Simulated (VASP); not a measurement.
# AlN (F-43m) in VASP: further runs

Aim: see how the results for AlN move with the level of theory and the settings. Levels: PBEsol-based global hybrid with 25 % exact exchange, SVWN5. Tasks: relaxation of cell and atoms, single point.

All numbers are computed with VASP 6.6.1; they aren't measurements. Logs are shortened: lines on timing, memory, paths and dates and some standing lists are left out, and cuts for length are marked.

### Step 1. The cell of the first run

Symmetry: F-43m, No. 216, cubic system. Conventional cell: a = 4.368 Å, b = 4.368 Å, c = 4.368 Å, α = 90.00°, β = 90.00°, γ = 90.00°. Within 2.5 Å of Al (site symmetry -43m) lie 4 N at 1.89 Å. Within 2.5 Å of N (site symmetry -43m) lie 4 Al at 1.89 Å.

### Step 2. Relaxation of cell and atoms, PBEsol-based global hybrid with 25 % exact exchange

The input, POSCAR:

```
AlN
1.0
    0.0000000000      2.1839935596      2.1839935596
    2.1839935596      0.0000000000      2.1839935596
    2.1839935596      2.1839935596      0.0000000000
Al N
1 1
Direct
    0.0000000000      0.0000000000      0.0000000000
    0.2500000000      0.2500000000      0.2500000000
```

The input, INCAR.step1:

```
SYSTEM = AlN
PREC = Accurate
ENCUT = 600
EDIFF = 1E-5
ISMEAR = -1
SIGMA = 0.05
LREAL = .False.
LASPH = .True.
NELM = 60
ALGO = Normal
LWAVE = .True.
LCHARG = .False.
GGA = PE
NBANDS = 11
```

The input, INCAR.step2:

```
SYSTEM = AlN
PREC = Accurate
ENCUT = 600
EDIFF = 1E-7
ISMEAR = -1
SIGMA = 0.05
LREAL = .False.
LASPH = .True.
NELM = 60
ALGO = Normal
ISIF = 3
LWAVE = .False.
LCHARG = .False.
GGA = PS
LHFCALC = .True.
AEXX = 0.25
PRECFOCK = Normal
IBRION = 2
NSW = 60
EDIFFG = -0.01
ISTART = 1
```

The input, KPOINTS:

```
regular mesh
0
Gamma
  5 5 5
  0 0 0
```

Potentials or basis: VASP PAW PBE potentials, release 64 (Al, N).

Command:

```console
$ cat potpaw_PBE.64/Al/POTCAR potpaw_PBE.64/N/POTCAR > POTCAR
$ cp INCAR.step1 INCAR
$ mpirun -np 1 vasp_std > vasp.out
$ cp INCAR.step2 INCAR
$ mpirun -np 1 vasp_std > vasp.out
```

OUTCAR:

```text
SYSTEM = AlN
   PREC = Accurate
   ENCUT = 600
   EDIFF = 1E-7
   ISMEAR = -1
   LREAL = .False.
   LASPH = .True.
   NELM = 60
   ISIF = 3
   GGA = PS
   LHFCALC = .True.
   AEXX = 0.25
   PRECFOCK = Normal
   IBRION = 2
   NSW = 60
   EDIFFG = -0.01
   ISTART = 1

 ion  position               nearest neighbor table
   1  0.000  0.000  0.000-   2 1.89   2 1.89   2 1.89   2 1.89
   2  0.250  0.250  0.250-   1 1.89   1 1.89   1 1.89   1 1.89

  LATTYP: Found a face centered cubic cell.
 ALAT       =     4.3679871192

  Lattice vectors:

 A1 = (   0.0000000000,   2.1839935596,   2.1839935596)
 A2 = (   2.1839935596,   0.0000000000,   2.1839935596)
 A3 = (   2.1839935596,   2.1839935596,   0.0000000000)

Analysis of symmetry for initial positions (statically):
=====================================================================
 Subroutine PRICEL returns:
 Original cell was already a primitive cell.

 Routine SETGRP: Setting up the symmetry group for a
 face centered cubic supercell.

 Subroutine GETGRP returns: Found 24 space group operations
 (whereof 24 operations were pure point group operations)
 out of a pool of 48 trial point group operations.

The static configuration has the point symmetry T_d .

Analysis of symmetry for dynamics (positions and initial velocities):
=====================================================================
 Subroutine PRICEL returns:
 Original cell was already a primitive cell.

 Routine SETGRP: Setting up the symmetry group for a
 face centered cubic supercell.

 Subroutine GETGRP returns: Found 24 space group operations
 (whereof 24 operations were pure point group operations)
 out of a pool of 48 trial point group operations.

The dynamic configuration has the point symmetry T_d .

 Subroutine INISYM returns: Found 24 space group operations
 (whereof 24 operations are pure point group operations),
 and found     1 'primitive' translations

----------------------------------------------------------------------------------------

                                     Primitive cell

  volume of cell :      20.8345

  direct lattice vectors                    reciprocal lattice vectors
     0.000000000  2.183993560  2.183993560    -0.228938404  0.228938404  0.228938404
     2.183993560  0.000000000  2.183993560     0.228938404 -0.228938404  0.228938404
     2.183993560  2.183993560  0.000000000     0.228938404  0.228938404 -0.228938404

  length of vectors
     3.088633312  3.088633312  3.088633312     0.396532948  0.396532948  0.396532948

  position of ions in fractional coordinates (direct lattice)
     0.000000000  0.000000000  0.000000000
     0.250000000  0.250000000  0.250000000

  ion indices of the primitive-cell ions
   primitive index   ion index
                 1           1
                 2           2

----------------------------------------------------------------------------------------

 KPOINTS: regular mesh

Automatic generation of k-mesh.
 Grid dimensions read from file:
 generate k-points for:    5    5    5

 Generating k-lattice:

  Cartesian coordinates                     Fractional coordinates (reciprocal lattice)
    -0.045787681  0.045787681  0.045787681     0.200000000  0.000000000  0.000000000
     0.045787681 -0.045787681  0.045787681     0.000000000  0.200000000  0.000000000
     0.045787681  0.045787681 -0.045787681     0.000000000  0.000000000  0.200000000

  Length of vectors
     0.079306590  0.079306590  0.079306590

  Shift w.r.t. Gamma in fractional coordinates (k-lattice)
     0.000000000  0.000000000  0.000000000

 Subroutine IBZKPT returns following result:
 ===========================================

 Found     10 irreducible k-points:

 Following reciprocal coordinates:
            Coordinates               Weight
  0.000000  0.000000  0.000000      1.000000
  0.200000  0.000000  0.000000      8.000000
  0.400000  0.000000  0.000000      8.000000
  0.200000  0.200000  0.000000      6.000000
  0.400000  0.200000  0.000000     24.000000
 -0.400000  0.200000  0.000000     24.000000
 -0.200000  0.200000  0.000000     12.000000
  0.400000  0.400000  0.000000      6.000000
 -0.400000  0.400000  0.000000     12.000000
 -0.400000  0.400000  0.200000     24.000000
   k-points           NKPTS =     10   k-points in BZ     NKDIM =    125   number of bands    NBANDS=      8
   number of dos      NEDOS =    301   number of ions     NIONS =      2
   total plane-waves  NPLWV =  21952
   dimension x,y,z NGX =    28 NGY =   28 NGZ =   28
   dimension x,y,z NGXF=    56 NGYF=   56 NGZF=   56
   ions per type =               1   1
   NGX,Y,Z   is equivalent  to a cutoff of  15.07, 15.07, 15.07 a.u.
   NGXF,Y,Z  is equivalent  to a cutoff of  30.14, 30.14, 30.14 a.u.
 SYSTEM =  AlN
   PREC   = accura    normal or accurate (medium, high low for compatibility)
   ISTART =      1    job   : 0-new  1-cont  2-samecut
   ICHARG =      0    charge: 1-file 2-atom 10-const
   ISPIN  =      1    spin polarized calculation?
   LNONCOLLINEAR =      F non collinear calculations
   LSORBIT =      F    spin-orbit coupling
   LASPH  =      T    aspherical Exc in radial PAW
   ENCUT  =  600.0 eV  44.10 Ry    6.64 a.u.   6.17  6.17  6.17*2*pi/ulx,y,z
   NELM   =     60;   NELMIN=  2; NELMDL=  0     # of ELM steps
   EDIFF  = 0.1E-06   stopping-criterion for ELM
   LREAL  =      F    real-space projection
   EDIFFG = -.1E-01   stopping-criterion for IOM
   NSW    =     60    number of steps for IOM
   IBRION =      2    ionic relax: 0-MD 1-quasi-New 2-CG
   NFREE  =      1    steps in history (QN), initial steepest desc. (CG)
   ISIF   =      3    stress and relaxation
   ISYM   =      3    0-nonsym 1-usesym 2-fastsym
   POTIM  = 0.5000    time-step for ionic-motion
   TEBEG  =    0.0;   TEEND  =   0.0 temperature during run
   PSTRESS=    0.0 pullay stress
   NELECT =       8.0000    total number of electrons
   NUPDOWN=      -1.0000    fix difference up-down
   EMIN   =  10.00;   EMAX   =-10.00  energy-range for DOS
   EFERMI =   0.00;   METHOD = LEGACY
   ISMEAR =    -1;   SIGMA  =   0.05  broadening in eV -4-tet -1-fermi 0-gaus
   EFERMI_NEDOS =   21; number of points for ismear=-14 and -15
   IALGO  =     38    algorithm
   IMIX   =      1    mixing-type and parameters
     AMIX     =   0.40;   BMIX     =  1.00
     AMIX_MAG =   1.60;   BMIX_MAG =  1.00
  volume/ion in A,a.u.               =      10.42        70.30
  Fermi-wavevector in a.u.,A,eV,Ry     =   1.189899  2.248583 19.263943  1.415860
  Thomas-Fermi vector in A             =   2.325996
   LORBIT       =      0    0 simple, 1 ext, 2 COOP (PROOUT), +10 PAW based schemes
   GGA     = PS    functional components
   LHFCALC =     T    Hartree Fock is set to
   PRECFOCK=normal    Normal, Fast or Accurate (Low or Medium for compatibility)
   ENCUT4O =  -1.0   cutoff for four orbital integrals eV
   NKREDX  =     1    reduce k-point grid by
   NKREDY  =     1    reduce k-point grid by
   NKREDZ  =     1    reduce k-point grid by
   AEXX    =    0.2500 exact exchange contribution
   HFSCREEN=    0.0000 screening length (either q_TF or 0.3 A-1)
   HFSCREENC=   0.0000 screening length for correlation (either q_TF or 0.3 A-1)
   ENCUTFOCK=  -1.0 apply spherical cutoff to Coloumb kernel
   IVDW    =     0    specifies the selected vdW correction
   LEPSILON=     F    determine dielectric tensor
   LRPA    =     F    only Hartree local field effects (RPA)
 conjugate gradient relaxation of ions
 non-spin polarized calculation
  energy-cutoff  :      600.00
  volume of cell :       20.83
 maximum number of plane-waves:       725
 NGX is ok and might be reduce to    28
  NGX = 20; NGY = 20; NGZ = 20

--------------------------------------- Ionic step        1  -------------------------------------------

 number of electron       7.9999999 magnetization

 Free energy of the ion-electron system (eV)
  ---------------------------------------------------
  ext. energy  EPLUGINS =         0.00000000
  ---------------------------------------------------
  free energy    TOTEN  =       -18.88768880 eV

  energy without entropy =      -18.88768880  energy(sigma->0) =      -18.88768880

------------------------ aborting loop because EDIFF is reached ----------------------------------------

  FORCE on cell =-STRESS in cart. coord.  units (eV):
  Direction    XX          YY          ZZ          XY          YZ          ZX
  --------------------------------------------------------------------------------------
  -------------------------------------------------------------------------------------
  Total       -0.3771890     -0.3771890     -0.3771890      0.0000000     -0.0000000      0.0000000
  in kB      -29.0058491    -29.0058491    -29.0058491      0.0000000     -0.0000000      0.0000000
  external PRESSURE =     -29.0058491 kB  Pullay stress =       0.0000000 kB

 VOLUME and BASIS-vectors are now :
 -----------------------------------------------------------------------------
  energy-cutoff  :      600.00
  volume of cell :       20.83
      direct lattice vectors                 reciprocal lattice vectors
     0.000000000  2.183993560  2.183993560    -0.228938404  0.228938404  0.228938404
     2.183993560  0.000000000  2.183993560     0.228938404 -0.228938404  0.228938404
     2.183993560  2.183993560  0.000000000     0.228938404  0.228938404 -0.228938404
[... 37 lines left out ...]
 POSITION                                       TOTAL-FORCE (eV/Angst)
 -----------------------------------------------------------------------------------
      2.16412     -0.00000      2.16412         0.000000      0.000000      0.000000
      1.08206      1.08206      1.08206        -0.000000     -0.000000     -0.000000
 -----------------------------------------------------------------------------------
    total drift:                                0.000000      0.000000      0.000000

  FREE ENERGIE OF THE ION-ELECTRON SYSTEM (eV)
  ---------------------------------------------------
  free  energy   TOTEN  =       -18.8875428752 eV

  energy  without entropy=      -18.8875428752  energy(sigma->0) =      -18.88754288

--------------------------------------- Ionic step        3  -------------------------------------------

 number of electron       8.0000000 magnetization

 Free energy of the ion-electron system (eV)
  ---------------------------------------------------
  ext. energy  EPLUGINS =         0.00000000
  ---------------------------------------------------
  free energy    TOTEN  =       -18.89026105 eV

  energy without entropy =      -18.89026105  energy(sigma->0) =      -18.89026105

 E-fermi :   5.8215     XC(G=0):  -8.7990

 val. band max:        4.6977935917   @ k =   0.0000   0.0000   0.0000
 cond. band min:      10.5665127994   @ k =   0.4000   0.4000   0.0000
 fundamental gap:      5.8687192077
 Fermi energy:         5.8215289573

 k-point     1 :       0.0000    0.0000    0.0000
  band No.  band energies     occupation
      1     -11.8632      2.00000
      2       4.6978      2.00000
      3       4.6978      2.00000
      4       4.6978      2.00000
      5      11.1102      0.00000
      6      19.8081      0.00000
      7      19.8081      0.00000
      8      19.8081      0.00000

 k-point     2 :       0.2000    0.0000    0.0000
  band No.  band energies     occupation
      1     -11.2433      2.00000
      2       2.0745      2.00000
      3       4.4960      2.00000
      4       4.4960      2.00000
      5      12.9915      0.00000
      6      18.6222      0.00000
      7      19.8808      0.00000
      8      19.8808      0.00000
[... 108 lines left out ...]
 POSITION                                       TOTAL-FORCE (eV/Angst)
 -----------------------------------------------------------------------------------
      0.00000      0.00000      0.00000         0.000000      0.000000      0.000000
      1.08708      1.08708      1.08708        -0.000000     -0.000000     -0.000000
 -----------------------------------------------------------------------------------
    total drift:                                0.000000      0.000000      0.000000

  FREE ENERGIE OF THE ION-ELECTRON SYSTEM (eV)
  ---------------------------------------------------
  free  energy   TOTEN  =       -18.8902610491 eV

  energy  without entropy=      -18.8902610491  energy(sigma->0) =      -18.89026105

 reached required accuracy - stopping structural energy minimisation
```

Run time: 4.1 min. Hardware: 1 thread of Intel Xeon Platinum 8488C (Sapphire Rapids), shared host; peak memory 0.16 GiB.

Results:

| Property | Result |
| --- | --- |
| Free energy | -18.8903 eV |
| Relaxed volume | 10.28 Å³/atom |
| Relaxed cell | a = 3.075 Å, b = 3.075 Å, c = 3.075 Å, α = 60.00°, β = 60.00°, γ = 60.00° |
| Space group after relaxing (to 0.1 Å) | F-43m (No. 216) |
| Energy gained by relaxing | 1.3 meV/atom |
| Ionic steps | 3 |
| Pressure after relaxing | 0.0 GPa |
| Band gap on the k mesh | 5.87 eV (least direct gap 6.41 eV) |

The path:
```tsv
step	energy change (eV)	largest force (eV/Å)	pressure (GPa)	volume (Å³)
1	0.0000	0.0000	-2.90	20.83
2	0.0001	0.0000	3.12	20.27
3	-0.0026	0.0000	0.00	20.55
```

Final structure:
```yaml
crystal:
  lattice:
    - [0.00000, 2.17415, 2.17415]
    - [2.17415, 0.00000, 2.17415]
    - [2.17415, 2.17415, 0.00000]
  atoms:
    - { symbol: Al, position: [0.00000, 0.00000, 0.00000] }
    - { symbol: N, position: [0.25000, 0.25000, 0.25000] }
```

Caveat: the k points lie up to 0.50 Å⁻¹ apart in the final cell; the PAW data sets were made with another functional, which shifts forces and pressure a little; an odd mesh through Γ misses points on the zone boundary, where band edges can lie.

### Step 3. Single point, SVWN5

This run uses another cell than the first one, of 10.00 Å³/atom.

The input, INCAR:

```
ALGO = Normal
EDIFF = 1E-6
ENCUT = 1330
GGA = VW
GGA_COMPAT = F
ISIF = 2
ISMEAR = -1
LASPH = T
LCHARG = T
LELF = T
LREAL = F
LVHAR = T
LWAVE = F
NBANDS = 11
NELM = 120
PREC = Accurate
SIGMA = 0.05
```

The input, KPOINTS:

```
k-points
0
Gamma
  10 10 10
```

The input, POSCAR:

```
AlN
1.0
    0.0000000000      2.1544765148      2.1544765148
    2.1544765148      0.0000000000      2.1544765148
    2.1544765148      2.1544765148      0.0000000000
Al N
1 1
Direct
    0.0000000000      0.0000000000      0.0000000000
    0.2500000000      0.2500000000      0.2500000000
```

Potentials or basis: VASP PAW PBE potentials, release 64 (Al, N_h).

Command:

```console
$ cat potpaw_PBE.64/Al/POTCAR potpaw_PBE.64/N_h/POTCAR > POTCAR
$ mpirun -np 1 vasp_std > vasp.out
```

It took 21 s on 1 thread of Intel Xeon Platinum 8488C (Sapphire Rapids), shared host; peak memory 0.19 GiB.

The run converged. Its results:

| Property | Result |
| --- | --- |
| Free energy | -16.3719 eV |
| Pressure | 6.1 GPa |
| Band gap on the k mesh | 3.25 eV (least direct gap 4.60 eV) |

Levels at points of the mesh, in eV from the valence-band top:
```csv
k point,band 1,band 2,band 3,band 4,band 5,band 6,band 7,band 8
"(0.00, 0.00, 0.00)",-15.08,0.00,0.00,0.00,4.60,12.76,12.76,12.76
"(0.50, 0.00, 0.00)",-12.83,-6.09,-0.49,-0.49,7.65,10.05,11.24,11.24
"(0.50, 0.50, 0.00)",-12.13,-5.09,-1.84,-1.84,3.25,8.67,14.31,16.02
```

Caveat: the cell stands under pressure; the PAW data sets were made with another functional, which shifts forces and pressure a little.
